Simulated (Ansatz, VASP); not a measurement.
**Two plane-wave programs on AlN**

```
CELL_PARAMETERS angstrom
3.25000 0.00000 0.00000
-1.62500 2.81458 0.00000
0.00000 0.00000 4.82611
ATOMIC_POSITIONS crystal
Al 0.33333 0.66667 0.99171
Al 0.66667 0.33333 0.49171
N 0.33333 0.66667 0.38829
N 0.66667 0.33333 0.88829
```

Alike in both runs: task single point; functional HSE06; k mesh 6 × 6 × 4; no spin polarisation.

|  | VASP | Ansatz |
| --- | --- | --- |
| version | VASP 6.6.1 | Ansatz 0.2.0 |
| potentials or method | VASP PAW PBE potentials, release 64 (Al, N) | scalar-relativistic, plane waves, PAW |
| plane-wave cutoff (eV) | 520 | 420 |
| occupations | gaussian, width 0.01 eV | fixed |
| valence electrons in the cell | 16 | 16 |

|  | VASP | Ansatz | Ansatz less VASP |
| --- | --- | --- | --- |
| gap on the k mesh at the Fermi level (eV) | 4.61 | 4.62 | +0.010 |
| least direct gap on the mesh (eV) | 4.61 | 4.62 | +0.010 |
